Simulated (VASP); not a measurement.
# Ag (P6_3/mmc) in VASP: notebook

Runs on Ag. Level: PBEsol. Tasks: single point.

Program: VASP 6.6.1. These are calculated values, not measurements. Logs are shortened: lines on timing, memory, paths and dates and some standing lists are left out, and cuts for length are marked.

## Step 1: The cell of the first run

Symmetry: P6_3/mmc, No. 194, hexagonal system. Conventional cell: a = 2.580 Å, b = 2.580 Å, c = 4.222 Å, α = 90.00°, β = 90.00°, γ = 120.00°. Ag (site symmetry -6m2) has 12 Ag at 2.58 Å within 3.4 Å.

## Step 2: Single point, PBEsol

File INCAR:

```
SYSTEM = Ag
PREC = Accurate
ENCUT = 520
EDIFF = 1E-6
ISMEAR = 0
SIGMA = 0.1
LREAL = .FALSE.
LASPH = .TRUE.
NELM = 80
ALGO = Normal
ISIF = 2
LWAVE = .FALSE.
LCHARG = .FALSE.
GGA = PS
NBANDS = 18
```

File KPOINTS:

```
Automatic mesh
0
G
  18 18 10
  0 0 0
```

File POSCAR:

```
Ag
1.0
    2.5801281472      0.0000000000      0.0000000000
   -1.2900640736      2.2344565205      0.0000000000
    0.0000000000      0.0000000000      4.2219430958
Ag
2
Direct
    0.3333333333      0.6666666667      0.2500000000
    0.6666666667      0.3333333333      0.7500000000
```

Potentials or basis: VASP PAW PBE potentials, release 64 (Ag).

Launch:

```console
$ cat potpaw_PBE.64/Ag/POTCAR > POTCAR
$ mpirun -np 1 vasp_std > vasp.out
```

OUTCAR:

```text
SYSTEM = Ag
   PREC = Accurate
   ENCUT = 520
   EDIFF = 1E-6
   ISMEAR = 0
   LREAL = .FALSE.
   LASPH = .TRUE.
   NELM = 80
   ISIF = 2
   GGA = PS

 ion  position               nearest neighbor table
   1  0.333  0.667  0.250-   2 2.58   2 2.58   2 2.58   2 2.58   2 2.58   2 2.58
   2  0.667  0.333  0.750-   1 2.58   1 2.58   1 2.58   1 2.58   1 2.58   1 2.58

  LATTYP: Found a hexagonal cell.
 ALAT       =     2.5801281472
 C/A-ratio  =     1.6363307770

  Lattice vectors:

 A1 = (   2.5801281472,   0.0000000000,   0.0000000000)
 A2 = (  -1.2900640736,   2.2344565205,   0.0000000000)
 A3 = (   0.0000000000,   0.0000000000,   4.2219430958)

Analysis of symmetry for initial positions (statically):
=====================================================================
 Subroutine PRICEL returns:
 Original cell was already a primitive cell.

 Routine SETGRP: Setting up the symmetry group for a
 hexagonal supercell.

 Subroutine GETGRP returns: Found 24 space group operations
 (whereof 12 operations were pure point group operations)
 out of a pool of 24 trial point group operations.

The static configuration has the point symmetry D_3d.
 The point group associated with its full space group is D_6h.

Analysis of symmetry for dynamics (positions and initial velocities):
=====================================================================
 Subroutine PRICEL returns:
 Original cell was already a primitive cell.

 Routine SETGRP: Setting up the symmetry group for a
 hexagonal supercell.

 Subroutine GETGRP returns: Found 24 space group operations
 (whereof 12 operations were pure point group operations)
 out of a pool of 24 trial point group operations.

The dynamic configuration has the point symmetry D_3d.
 The point group associated with its full space group is D_6h.

 Subroutine INISYM returns: Found 24 space group operations
 (whereof 12 operations are pure point group operations),
 and found     1 'primitive' translations

----------------------------------------------------------------------------------------

                                     Primitive cell

  volume of cell :      24.3403

  direct lattice vectors                    reciprocal lattice vectors
     2.580128147  0.000000000  0.000000000     0.387577648  0.223768060  0.000000000
    -1.290064074  2.234456521  0.000000000     0.000000000  0.447536119  0.000000000
     0.000000000  0.000000000  4.221943096     0.000000000  0.000000000  0.236857764

  length of vectors
     2.580128147  2.580128147  4.221943096     0.447536119  0.447536119  0.236857764

  position of ions in fractional coordinates (direct lattice)
     0.333333333  0.666666667  0.250000000
     0.666666667  0.333333333  0.750000000

  ion indices of the primitive-cell ions
   primitive index   ion index
                 1           1
                 2           2

----------------------------------------------------------------------------------------

 KPOINTS: Automatic mesh

Automatic generation of k-mesh.
 Grid dimensions read from file:
 generate k-points for:   18   18   10

 Generating k-lattice:

  Cartesian coordinates                     Fractional coordinates (reciprocal lattice)
     0.021532092  0.012431559  0.000000000     0.055555556  0.000000000  0.000000000
     0.000000000  0.024863118  0.000000000     0.000000000  0.055555556  0.000000000
     0.000000000  0.000000000  0.023685776     0.000000000  0.000000000  0.100000000

  Length of vectors
     0.024863118  0.024863118  0.023685776

  Shift w.r.t. Gamma in fractional coordinates (k-lattice)
     0.000000000  0.000000000  0.000000000

 Subroutine IBZKPT returns following result:
 ===========================================

 Found    222 irreducible k-points:

 Following reciprocal coordinates:
            Coordinates               Weight
  0.000000  0.000000  0.000000      1.000000
  0.055556 -0.000000  0.000000      6.000000
  0.111111 -0.000000  0.000000      6.000000
  0.166667 -0.000000  0.000000      6.000000
  0.222222  0.000000  0.000000      6.000000
  0.277778  0.000000  0.000000      6.000000
[... 16 lines left out ...]
  0.333333  0.111111  0.000000     12.000000
  0.388889  0.111111  0.000000     12.000000
 [... further k-points ...]
   k-points           NKPTS =    222   k-points in BZ     NKDIM =    222   number of bands    NBANDS=     18
   number of dos      NEDOS =    301   number of ions     NIONS =      2
   total plane-waves  NPLWV =  12800
   dimension x,y,z NGX =    20 NGY =   20 NGZ =   32
   dimension x,y,z NGXF=    40 NGYF=   40 NGZF=   64
   ions per type =               2
   NGX,Y,Z   is equivalent  to a cutoff of  12.89, 12.89, 12.60 a.u.
   NGXF,Y,Z  is equivalent  to a cutoff of  25.77, 25.77, 25.20 a.u.
 SYSTEM =  Ag
   PREC   = accura    normal or accurate (medium, high low for compatibility)
   ISTART =      0    job   : 0-new  1-cont  2-samecut
   ICHARG =      2    charge: 1-file 2-atom 10-const
   ISPIN  =      1    spin polarized calculation?
   LNONCOLLINEAR =      F non collinear calculations
   LSORBIT =      F    spin-orbit coupling
   LASPH  =      T    aspherical Exc in radial PAW
   ENCUT  =  520.0 eV  38.22 Ry    6.18 a.u.   4.80  4.80  7.85*2*pi/ulx,y,z
   NELM   =     80;   NELMIN=  2; NELMDL= -5     # of ELM steps
   EDIFF  = 0.1E-05   stopping-criterion for ELM
   LREAL  =      F    real-space projection
   EDIFFG = 0.1E-04   stopping-criterion for IOM
   NSW    =      0    number of steps for IOM
   IBRION =     -1    ionic relax: 0-MD 1-quasi-New 2-CG
   NFREE  =      0    steps in history (QN), initial steepest desc. (CG)
   ISIF   =      2    stress and relaxation
   ISYM   =      2    0-nonsym 1-usesym 2-fastsym
   POTIM  = 0.5000    time-step for ionic-motion
   TEBEG  =    0.0;   TEEND  =   0.0 temperature during run
   PSTRESS=    0.0 pullay stress
   NELECT =      22.0000    total number of electrons
   NUPDOWN=      -1.0000    fix difference up-down
   EMIN   =  10.00;   EMAX   =-10.00  energy-range for DOS
   EFERMI =   0.00;   METHOD = LEGACY
   ISMEAR =     0;   SIGMA  =   0.10  broadening in eV -4-tet -1-fermi 0-gaus
   EFERMI_NEDOS =   21; number of points for ismear=-14 and -15
   IALGO  =     38    algorithm
   IMIX   =      4    mixing-type and parameters
     AMIX     =   0.40;   BMIX     =  1.00
     AMIX_MAG =   1.60;   BMIX_MAG =  1.00
  volume/ion in A,a.u.               =      12.17        82.13
  Fermi-wavevector in a.u.,A,eV,Ry     =   1.582853  2.991158 34.088351  2.505423
  Thomas-Fermi vector in A             =   2.682713
   LORBIT       =      0    0 simple, 1 ext, 2 COOP (PROOUT), +10 PAW based schemes
   GGA     = PS    functional components
   LHFCALC =     F    Hartree Fock is set to
   AEXX    =    0.0000 exact exchange contribution
   IVDW    =     0    specifies the selected vdW correction
   LEPSILON=     F    determine dielectric tensor
   LRPA    =     F    only Hartree local field effects (RPA)
 non-spin polarized calculation
 Gauss-broadening in eV      SIGMA  =   0.10
  energy-cutoff  :      520.00
  volume of cell :       24.34
 maximum number of plane-waves:       668
 NGX is ok and might be reduce to    20
   NGX =  9   NGY =  9   NGZ = 15

 number of electron      21.9999998 magnetization

 Free energy of the ion-electron system (eV)
  ---------------------------------------------------
  ext. energy  EPLUGINS =         0.00000000
  ---------------------------------------------------
  free energy    TOTEN  =        -4.81896058 eV

  energy without entropy =       -4.81534067  energy(sigma->0) =       -4.81715063

 E-fermi :  14.0091     XC(G=0): -14.5399

 val. band max:       13.9974482384   @ k =   0.4444   0.0556   0.0000
 cond. band min:      14.0104684361   @ k =   0.2778   0.1111   0.4000
 fundamental gap:      0.0130201977
 Fermi energy:        14.0091044595

 k-point     1 :       0.0000    0.0000    0.0000
  band No.  band energies     occupation
      1       3.2380      2.00000
      2       4.8201      2.00000
      3       7.5110      2.00000
      4       7.6712      2.00000
      5       7.6712      2.00000
      6       8.1179      2.00000
[... 10 lines left out ...]
     17      36.5182      0.00000
     18      36.5182      0.00000

 k-point     2 :       0.0556   -0.0000    0.0000
  band No.  band energies     occupation
      1       3.3531      2.00000
      2       4.8997      2.00000
      3       7.3915      2.00000
      4       7.7502      2.00000
      5       7.7777      2.00000
      6       8.0809      2.00000
[... 10 lines left out ...]
     17      35.6597      0.00000
     18      35.7022      0.00000

 k-point     3 :       0.1111   -0.0000    0.0000
  band No.  band energies     occupation
      1       3.6861      2.00000
      2       5.1166      2.00000
      3       7.1848      2.00000
      4       7.8992      2.00000
      5       7.9824      2.00000
      6       8.0616      2.00000
[... 10 lines left out ...]
     17      34.1252      0.00000
     18      35.0681      0.00000

 k-point     4 :       0.1667   -0.0000    0.0000
  band No.  band energies     occupation
      1       4.1930      2.00000
      2       5.3899      2.00000
      3       6.9916      2.00000
      4       7.7980      2.00000
      5       7.8041      2.00000
      6       8.3468      2.00000
[... 10 lines left out ...]
     17      33.0259      0.00000
     18      33.5737      0.00000

 k-point     5 :       0.2222    0.0000    0.0000
  band No.  band energies     occupation
      1       4.7690      2.00000
      2       5.5526      2.00000
      3       6.9717      2.00000
      4       7.1380      2.00000
      5       7.7207      2.00000
      6       8.1597      2.00000
[... 10 lines left out ...]
     17      32.7053      0.00000
     18      33.4338      0.00000

 k-point     6 :       0.2778    0.0000    0.0000
  band No.  band energies     occupation
      1       5.1912      2.00000
      2       5.5209      2.00000
      3       6.5286      2.00000
      4       7.2675      2.00000
      5       7.7837      2.00000
      6       7.9509      2.00000
[... 10 lines left out ...]
     17      32.5943      0.00000
     18      33.1116      0.00000

 k-point     7 :       0.3333    0.0000    0.0000
  band No.  band energies     occupation
      1       5.1721      2.00000
      2       5.5462      2.00000
      3       6.0301      2.00000
      4       7.7692      2.00000
      5       7.8030      2.00000
      6       7.9809      2.00000
[... 10 lines left out ...]
     17      31.1208      0.00000
     18      32.4351      0.00000

 k-point     8 :       0.3889    0.0000    0.0000
  band No.  band energies     occupation
      1       4.9967      2.00000
      2       5.5431      2.00000
      3       5.6641      2.00000
      4       7.6294      2.00000
      5       8.1281      2.00000
      6       8.1959      2.00000
[... 10 lines left out ...]
     17      29.1405      0.00000
     18      31.7385      0.00000
[... 229 lines left out ...]
     17      33.3303      0.00000
     18      34.3305      0.00000

 k-point    20 :       0.1667    0.1111    0.0000
  band No.  band energies     occupation
      1       5.0658      2.00000
      2       5.7804      2.00000
      3       6.6415      2.00000
      4       7.0032      2.00000
      5       7.7671      2.00000
      6       7.8377      2.00000
[... 10 lines left out ...]
     17      33.3748      0.00000
     18      34.3413      0.00000

 k-point    21 :       0.2222    0.1111    0.0000
  band No.  band energies     occupation
      1       5.5329      2.00000
      2       5.7476      2.00000
      3       6.4571      2.00000
      4       6.8255      2.00000
      5       7.6607      2.00000
      6       7.8360      2.00000
[... 10 lines left out ...]
     17      32.8947      0.00000
     18      33.2081      0.00000

 k-point    22 :       0.2778    0.1111    0.0000
  band No.  band energies     occupation
      1       5.4915      2.00000
      2       5.7850      2.00000
      3       6.0051      2.00000
      4       7.3324      2.00000
      5       7.5368      2.00000
      6       8.0256      2.00000
[... 10 lines left out ...]
     17      31.3045      0.00000
     18      32.0975      0.00000

 k-point    23 :       0.3333    0.1111    0.0000
  band No.  band energies     occupation
      1       5.2932      2.00000
      2       5.6705      2.00000
      3       5.7943      2.00000
      4       7.4670      2.00000
      5       7.8897      2.00000
      6       8.1523      2.00000
[... 10 lines left out ...]
     17      29.3056      0.00000
     18      31.3376      0.00000

 k-point    24 :       0.3889    0.1111    0.0000
  band No.  band energies     occupation
      1       5.1569      2.00000
      2       5.4656      2.00000
      3       5.7593      2.00000
      4       7.4420      2.00000
      5       8.0050      2.00000
      6       8.2924      2.00000
[... 10 lines left out ...]
     17      27.6238      0.00000
     18      30.8279      0.00000

 [... further k-points ...]
[... 5 lines left out ...]
  --------------------------------------------------------------------------------------
  -------------------------------------------------------------------------------------
  Total       13.5330127     13.5330127     13.5454358      0.0000000      0.0000000      0.0000000
  in kB      890.7985729    890.7985729    891.6163079      0.0000000      0.0000000      0.0000000
  external PRESSURE =     891.0711512 kB  Pullay stress =       0.0000000 kB

 VOLUME and BASIS-vectors are now :
 -----------------------------------------------------------------------------
  energy-cutoff  :      520.00
  volume of cell :       24.34
      direct lattice vectors                 reciprocal lattice vectors
     2.580128147  0.000000000  0.000000000     0.387577648  0.223768060  0.000000000
    -1.290064074  2.234456521  0.000000000     0.000000000  0.447536119  0.000000000
     0.000000000  0.000000000  4.221943096     0.000000000  0.000000000  0.236857764

 POSITION                                       TOTAL-FORCE (eV/Angst)
 -----------------------------------------------------------------------------------
     -0.00000      1.48964      1.05549         0.000000      0.000000      0.000000
      1.29006      0.74482      3.16646        -0.000000     -0.000000      0.000000
 -----------------------------------------------------------------------------------
    total drift:                               -0.000000      0.000000     -0.000000

  FREE ENERGIE OF THE ION-ELECTRON SYSTEM (eV)
  ---------------------------------------------------
  free  energy   TOTEN  =        -4.8189605770 eV

  energy  without entropy=       -4.8153406746  energy(sigma->0) =       -4.81715063
```

Wall time 34 s (1 thread of Intel Xeon Platinum 8488C (Sapphire Rapids), shared host); peak memory 0.19 GiB.

Results:

```
Free energy            : -4.8190 eV
Pressure               : 89.1 GPa
Band gap on the k mesh : zero (band 11 reaches 19.24 eV, above the bottom of band 12 at 10.02 eV)
```

Caveat: the PAW data sets were made with another functional, which shifts forces and pressure a little.

(Continued in part 2 of 2.)
